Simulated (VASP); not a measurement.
# Hf in VASP: a series of runs

Hf is run at these levels: PBE; tasks: single point, relaxation of the atoms.

All numbers are computed with VASP 6.6.1; they aren't measurements. Logs are shortened: lines on timing, memory, paths and dates and some standing lists are left out, and cuts for length are marked.

### Step 1. The cell of the first run

The cell holds a slab with vacuum, 3 atoms: a = 3.172 Å, b = 3.172 Å, c = 21.911 Å, α = 90.00°, β = 90.00°, γ = 120.00°.

### Step 2. Single point, PBE

Contents of INCAR:

```
PREC = Accurate ; ENCUT = 400
EDIFF = 1E-6 ; ISMEAR = 0
SIGMA = 0.1 ; LREAL = F
LASPH = T ; NELM = 120
ALGO = Normal ; ISIF = 2
LWAVE = F ; LCHARG = F
LDIPOL = T ; IDIPOL = 3
DIPOL = 0.5 0.5 0.295 ; GGA = PE
NBANDS = 22 ; GGA_COMPAT = F
NELMDL = -8
```

Contents of KPOINTS:

```
Automatic mesh
0
Gamma
  9 9 1
```

Contents of POSCAR:

```
Hf
1.0
    3.1715270182      0.0000000000      0.0000000000
   -1.5857635091      2.7466229666      0.0000000000
    0.0000000000      0.0000000000     21.9106216365
Hf
3
Direct
    0.6666666667      0.3333333333      0.1825598592
    0.3333333333      0.6666666667      0.2946559641
    0.0000000000      0.0000000000      0.4066804577
```

Potentials or basis: VASP PAW PBE potentials, release 64 (Hf_pv).

Started as:

```sh
$ cat potpaw_PBE.64/Hf_pv/POTCAR > POTCAR
$ mpirun -np 1 vasp_std > vasp.out
```

OUTCAR:

```text
PREC = Accurate
   ENCUT = 400
   EDIFF = 1E-6
   ISMEAR = 0
   LREAL = F
   LASPH = T
   NELM = 120
   ISIF = 2
   GGA = PE
   NELMDL = -8

 ion  position               nearest neighbor table
   1  0.667  0.333  0.183-   2 3.06   2 3.06   2 3.06
   2  0.333  0.667  0.295-   3 3.06   3 3.06   3 3.06   1 3.06   1 3.06   1 3.06
   3  0.000  0.000  0.407-   2 3.06   2 3.06   2 3.06

  LATTYP: Found a hexagonal cell.
 ALAT       =     3.1715270182
 C/A-ratio  =     6.9085401167

  Lattice vectors:

 A1 = (   3.1715270182,   0.0000000000,   0.0000000000)
 A2 = (  -1.5857635091,   2.7466229666,   0.0000000000)
 A3 = (   0.0000000000,   0.0000000000,  21.9106216365)

Analysis of symmetry for initial positions (statically):
=====================================================================
 Subroutine PRICEL returns:
 Original cell was already a primitive cell.

 Routine SETGRP: Setting up the symmetry group for a
 hexagonal supercell.

 Subroutine GETGRP returns: Found  6 space group operations
 (whereof  6 operations were pure point group operations)
 out of a pool of 24 trial point group operations.

The static configuration has the point symmetry C_3v.

Analysis of symmetry for dynamics (positions and initial velocities):
=====================================================================
 Subroutine PRICEL returns:
 Original cell was already a primitive cell.

 Routine SETGRP: Setting up the symmetry group for a
 hexagonal supercell.

 Subroutine GETGRP returns: Found  6 space group operations
 (whereof  6 operations were pure point group operations)
 out of a pool of 24 trial point group operations.

The dynamic configuration has the point symmetry C_3v.

 Subroutine INISYM returns: Found  6 space group operations
 (whereof  6 operations are pure point group operations),
 and found     1 'primitive' translations

----------------------------------------------------------------------------------------

                                     Primitive cell

  volume of cell :     190.8632

  direct lattice vectors                    reciprocal lattice vectors
     3.171527018  0.000000000  0.000000000     0.315305528  0.182041731  0.000000000
    -1.585763509  2.746622967  0.000000000     0.000000000  0.364083463  0.000000000
     0.000000000  0.000000000 21.910621637     0.000000000  0.000000000  0.045639965

  length of vectors
     3.171527018  3.171527018 21.910621637     0.364083463  0.364083463  0.045639965

  position of ions in fractional coordinates (direct lattice)
     0.666666667  0.333333333  0.182559859
     0.333333333  0.666666667  0.294655964
     0.000000000  0.000000000  0.406680458

  ion indices of the primitive-cell ions
   primitive index   ion index
                 1           1
                 2           2
                 3           3

----------------------------------------------------------------------------------------

 KPOINTS: Automatic mesh

Automatic generation of k-mesh.
 Grid dimensions read from file:
 generate k-points for:    9    9    1

 Generating k-lattice:

  Cartesian coordinates                     Fractional coordinates (reciprocal lattice)
     0.035033948  0.020226859  0.000000000     0.111111111  0.000000000  0.000000000
     0.000000000  0.040453718  0.000000000     0.000000000  0.111111111  0.000000000
     0.000000000  0.000000000  0.045639965     0.000000000  0.000000000  1.000000000

  Length of vectors
     0.040453718  0.040453718  0.045639965

  Shift w.r.t. Gamma in fractional coordinates (k-lattice)
     0.000000000  0.000000000  0.000000000

 Subroutine IBZKPT returns following result:
 ===========================================

 Found     12 irreducible k-points:

 Following reciprocal coordinates:
            Coordinates               Weight
  0.000000  0.000000  0.000000      1.000000
  0.111111  0.000000  0.000000      6.000000
  0.222222 -0.000000  0.000000      6.000000
  0.333333 -0.000000  0.000000      6.000000
  0.444444 -0.000000  0.000000      6.000000
  0.111111  0.111111  0.000000      6.000000
  0.222222  0.111111  0.000000     12.000000
  0.333333  0.111111  0.000000     12.000000
  0.444444  0.111111  0.000000      6.000000
  0.222222  0.222222  0.000000      6.000000
  0.333333  0.222222  0.000000     12.000000
  0.333333  0.333333  0.000000      2.000000
   k-points           NKPTS =     12   k-points in BZ     NKDIM =     12   number of bands    NBANDS=     22
   number of dos      NEDOS =    301   number of ions     NIONS =      3
   total plane-waves  NPLWV =  82944
   dimension x,y,z NGX =    24 NGY =   24 NGZ =  144
   dimension x,y,z NGXF=    48 NGYF=   48 NGZF=  288
   ions per type =               3
   NGX,Y,Z   is equivalent  to a cutoff of  12.58, 12.58, 10.93 a.u.
   NGXF,Y,Z  is equivalent  to a cutoff of  25.16, 25.16, 21.85 a.u.
 SYSTEM =  unknown system
   PREC   = accura    normal or accurate (medium, high low for compatibility)
   ISTART =      0    job   : 0-new  1-cont  2-samecut
   ICHARG =      2    charge: 1-file 2-atom 10-const
   ISPIN  =      1    spin polarized calculation?
   LNONCOLLINEAR =      F non collinear calculations
   LSORBIT =      F    spin-orbit coupling
   LASPH  =      T    aspherical Exc in radial PAW
   ENCUT  =  400.0 eV  29.40 Ry    5.42 a.u.   5.17  5.17 35.73*2*pi/ulx,y,z
   NELM   =    120;   NELMIN=  2; NELMDL= -8     # of ELM steps
   EDIFF  = 0.1E-05   stopping-criterion for ELM
   LREAL  =      F    real-space projection
   EDIFFG = 0.1E-04   stopping-criterion for IOM
   NSW    =      0    number of steps for IOM
   IBRION =     -1    ionic relax: 0-MD 1-quasi-New 2-CG
   NFREE  =      0    steps in history (QN), initial steepest desc. (CG)
   ISIF   =      2    stress and relaxation
   ISYM   =      2    0-nonsym 1-usesym 2-fastsym
   POTIM  = 0.5000    time-step for ionic-motion
   TEBEG  =    0.0;   TEEND  =   0.0 temperature during run
   PSTRESS=    0.0 pullay stress
   NELECT =      30.0000    total number of electrons
   NUPDOWN=      -1.0000    fix difference up-down
   EMIN   =  10.00;   EMAX   =-10.00  energy-range for DOS
   EFERMI =   0.00;   METHOD = LEGACY
   ISMEAR =     0;   SIGMA  =   0.10  broadening in eV -4-tet -1-fermi 0-gaus
   EFERMI_NEDOS =   21; number of points for ismear=-14 and -15
   IALGO  =     38    algorithm
   IMIX   =      4    mixing-type and parameters
     AMIX     =   0.40;   BMIX     =  1.00
     AMIX_MAG =   1.60;   BMIX_MAG =  1.00
  volume/ion in A,a.u.               =      63.62       429.34
  Fermi-wavevector in a.u.,A,eV,Ry     =   0.883503  1.669578 10.620394  0.780577
  Thomas-Fermi vector in A             =   2.004277
   LORBIT       =      0    0 simple, 1 ext, 2 COOP (PROOUT), +10 PAW based schemes
   GGA     = PE    functional components
   LHFCALC =     F    Hartree Fock is set to
   AEXX    =    0.0000 exact exchange contribution
   IVDW    =     0    specifies the selected vdW correction
   LEPSILON=     F    determine dielectric tensor
   LRPA    =     F    only Hartree local field effects (RPA)
 non-spin polarized calculation
 Gauss-broadening in eV      SIGMA  =   0.10
  energy-cutoff  :      400.00
  volume of cell :      190.86
 maximum number of plane-waves:      3493
 NGX is ok and might be reduce to    24
   NGX = 11   NGY = 11   NGZ = 71

 dipolmoment           0.000000      0.000000     -0.003280 electrons x Angstroem

 number of electron      30.0000002 magnetization

 dipolmoment           0.000000      0.000000      0.000371 electrons x Angstroem

 Free energy of the ion-electron system (eV)
  ---------------------------------------------------
  ext. energy  EPLUGINS =         0.00000000
  ---------------------------------------------------
  free energy    TOTEN  =       -27.78586393 eV

  energy without entropy =      -27.76739541  energy(sigma->0) =      -27.77662967

 E-fermi :  -1.0986     XC(G=0):  -4.8582

 val. band max:       -1.1400444101   @ k =   0.1111   0.0000   0.0000
 cond. band min:      -1.0658549140   @ k =   0.0000   0.0000   0.0000
 fundamental gap:      0.0741894961
 Fermi energy:        -1.0986049753

 k-point     1 :       0.0000    0.0000    0.0000
  band No.  band energies     occupation
      1     -32.0611      2.00000
      2     -31.8875      2.00000
      3     -31.5006      2.00000
      4     -31.5006      2.00000
      5     -31.4941      2.00000
      6     -31.4941      2.00000
[... 14 lines left out ...]
     21       0.4463      0.00000
     22       0.4463      0.00000

 k-point     2 :       0.1111    0.0000    0.0000
  band No.  band energies     occupation
      1     -32.0387      2.00000
      2     -31.8838      2.00000
      3     -31.5780      2.00000
      4     -31.5710      2.00000
      5     -31.5185      2.00000
      6     -31.5110      2.00000
[... 14 lines left out ...]
     21       0.6041      0.00000
     22       0.8017      0.00000

 k-point     3 :       0.2222   -0.0000    0.0000
  band No.  band energies     occupation
      1     -31.9855      2.00000
      2     -31.8794      2.00000
      3     -31.7646      2.00000
      4     -31.7499      2.00000
      5     -31.5637      2.00000
      6     -31.5534      2.00000
[... 14 lines left out ...]
     21       1.3141      0.00000
     22       1.7406      0.00000
[... 176 lines left out ...]
 k-point    11 :       0.3333    0.2222    0.0000
  band No.  band energies     occupation
      1     -32.0504      2.00000
      2     -32.0040      2.00000
      3     -31.8904      2.00000
      4     -31.8305      2.00000
      5     -31.7898      2.00000
      6     -31.7843      2.00000
[... 14 lines left out ...]
     21       2.5411      0.00000
     22       2.7510      0.00000

 k-point    12 :       0.3333    0.3333    0.0000
  band No.  band energies     occupation
      1     -31.9788      2.00000
      2     -31.9325      2.00000
      3     -31.9300      2.00000
      4     -31.9146      2.00000
      5     -31.8343      2.00000
      6     -31.8325      2.00000
[... 14 lines left out ...]
     21       2.1480      0.00000
     22       3.1602      0.00000

------------------------ aborting loop because EDIFF is reached ----------------------------------------

 vacuum level on the upper side and lower side of the slab       (xc-potential included)        -0.012        -0.019

  FORCE on cell =-STRESS in cart. coord.  units (eV):
  Direction    XX          YY          ZZ          XY          YZ          ZX
  --------------------------------------------------------------------------------------
  -------------------------------------------------------------------------------------
  Total       -1.6359098     -1.6359098     -0.2326343     -0.0000000      0.0000000     -0.0000000
  in kB      -13.7324421    -13.7324421     -1.9528195     -0.0000000      0.0000000     -0.0000000
  external PRESSURE =      -9.8059012 kB  Pullay stress =       0.0000000 kB

 VOLUME and BASIS-vectors are now :
 -----------------------------------------------------------------------------
  energy-cutoff  :      400.00
  volume of cell :      190.86
      direct lattice vectors                 reciprocal lattice vectors
     3.171527018  0.000000000  0.000000000     0.315305528  0.182041731  0.000000000
    -1.585763509  2.746622967  0.000000000     0.000000000  0.364083463  0.000000000
     0.000000000  0.000000000 21.910621637     0.000000000  0.000000000  0.045639965

 POSITION                                       TOTAL-FORCE (eV/Angst)
 -----------------------------------------------------------------------------------
      1.58576      0.91554      4.00000         0.000000     -0.000000      0.041646
     -0.00000      1.83108      6.45610        -0.000000      0.000000     -0.006352
      0.00000      0.00000      8.91062        -0.000000      0.000000     -0.035294
 -----------------------------------------------------------------------------------
    total drift:                                0.000000     -0.000000     -0.002307

  FREE ENERGIE OF THE ION-ELECTRON SYSTEM (eV)
  ---------------------------------------------------
  free  energy   TOTEN  =       -27.7858639322 eV

  energy  without entropy=      -27.7673954063  energy(sigma->0) =      -27.77662967

 vacuum level on the upper side and lower side of the slab         3.371         3.314
```

Run time: 2.6 min. Hardware: 1 thread of Intel Xeon Platinum 8175M at 2.50GHz (Skylake/Cascade Lake), shared host; peak memory 0.25 GiB.

Results:

* Free energy: -27.7859 eV
* Largest force: 0.042 eV/Å
* Band gap on the k mesh: zero (bands 15 and 16 overlap by 1.14 eV)

Forces in eV/Å, atoms in the order of the input:
```
Hf   0.000  0.000  0.042
Hf   0.000  0.000 -0.006
Hf   0.000  0.000 -0.035
```

Caveat: spin-orbit coupling is left out, which moves the levels of the heavy elements.

(Continued in part 2 of 2.)
